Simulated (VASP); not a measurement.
# W: single point with PBE

W:

```
W
1.0
    -1.57754    1.57754    1.57754
     1.57754   -1.57754    1.57754
     1.57754    1.57754   -1.57754
W
1
Direct
  0.00000 0.00000 0.00000
```

* Program: VASP 6.6.1
* Task: single point
* Functional: PBE
* Potentials or basis: VASP PAW PBE potentials, release 64 (W_sv)
* Cutoff: 520 eV
* k mesh: 17 × 17 × 17
* Occupations: fermi-dirac, width 0.08 eV
* Spin: no spin polarisation
* Dipole correction: no
* Further INCAR settings: ALGO = Normal; EDIFF = 1e-06; NBANDS = 13

The pressure is 9.3 GPa and the band gap on the k mesh is zero (bands 7 and 8 overlap by 6.06 eV).

Levels at points of the mesh, in eV from the Fermi level:
| k point | band 3 | band 4 | band 5 | band 6 | band 7 | band 8 | band 9 | band 10 | band 11 | band 12 |
| --- | --- | --- | --- | --- | --- | --- | --- | --- | --- | --- |
| (0.00, 0.00, 0.00) | -37.75 | -37.75 | -9.72 | -1.28 | -1.28 | -1.28 | 2.25 | 2.25 | 14.50 | 14.50 |

It took 9.2 s on 1 thread of Intel(R) Xeon(R) 6975P-C (Granite Rapids) (shared host), peak memory 0.14 GiB.

Caveat: the cell stands under pressure; spin-orbit coupling is left out, which moves the levels of the heavy elements.
